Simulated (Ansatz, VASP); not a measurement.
## Y: VASP beside Ansatz

File INCAR:

```
SYSTEM = Y
PREC = Accurate ; ENCUT = 520
EDIFF = 1E-6 ; ISMEAR = 0
SIGMA = 0.15 ; LREAL = .False.
LASPH = .True. ; NELM = 80
ALGO = Fast ; ISIF = 2
LWAVE = .False. ; LCHARG = .False.
GGA = PS ; NBANDS = 18
```

The input KPOINTS:

```
Automatic mesh
0
Gamma
  18 18 8
  0 0 0
```

POSCAR

```
Y
1.0
    3.4689242752      0.0000000000      0.0000000000
   -1.7344621376      3.0041765462      0.0000000000
    0.0000000000      0.0000000000      5.7474000000
Y
2
Direct
    0.3333333333      0.6666666667      0.2500000000
    0.6666666667      0.3333333333      0.7500000000
```

Input for Ansatz:

```yaml
crystal:
  lattice:
    - [3.4689242752, 0.0, 0.0]
    - [-1.7344621376, 3.0041765462, 0.0]
    - [0.0, 0.0, 5.7474]
  atoms:
    - { symbol: "Y", position: [0.3333333333, 0.6666666667, 0.25] }
    - { symbol: "Y", position: [0.6666666667, 0.3333333333, 0.75] }
basis:
  ecutwfc: 420
kpoints:
  mp_grid: { grid: [18, 18, 8] }
hamiltonian:
  xc: pbesol
scf:
  occupations: { method: gaussian, width: 0.15 }
output:
  forces: true
  stress: true
  eigenvalues: true
```

Change from the starting cell: strain -0.050 along x and y, +0.000 along z, atoms carried along.

Alike in both runs: task single point; functional PBEsol; k mesh 18 × 18 × 8; occupations gaussian, width 0.15 eV; no spin polarisation.

|  | VASP | Ansatz |
| --- | --- | --- |
| version | VASP 6.6.1 | Ansatz 0.2.0 |
| potentials or method | VASP PAW PBE potentials, release 64 (Y_sv), cutoff 520 eV | scalar-relativistic, plane waves, PAW |
| valence electrons in the cell | 22 | 22 |

```csv
,VASP,Ansatz,Ansatz less VASP
gap on the k mesh at the Fermi level (eV),none,none,-
pressure (GPa),1.7,1.9,+0.14
"traceless stress, the component that is largest in VASP (GPa)",-2.31,-2.32,-0.010
```

VASP's potentials were made for PBE, not for PBEsol. A gap of «none» marks a metal or a gap that the smearing closes.
